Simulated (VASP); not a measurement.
Runs of VASP 6.6.1 on BeB. The typed cell holds 2 atoms: a = 2.781 Å, b = 2.781 Å, c = 2.781 Å, α = 60.00°, β = 60.00°, γ = 60.00°. 

```csv
level,k mesh,smearing,gap on the mesh (eV),pressure (GPa),largest force (eV/Å)
PBE,8 × 8 × 8,gaussian 0.005 eV,none,62.3,0.59
PBE,8 × 8 × 8,gaussian 0.01 eV,none,62.3,0.59
r2SCAN,8 × 8 × 8,gaussian 0.05 eV,none,64.6,0.58
PBE,13 × 13 × 13,fermi-dirac 0.1 eV,none,(a),0.60
```

Alike in all rows: task single point; potentials or basis VASP PAW PBE potentials, release 64 (Be, B); no spin polarisation; cell as given; cutoff (eV) 520.

**Question.** Fill in the values left out.

**Answer.** (a) 62.2.

Caveats: the PAW data sets were made with another functional, which shifts forces and pressure a little (some runs).

A gap of «none» marks levels without a gap at the run's occupations.
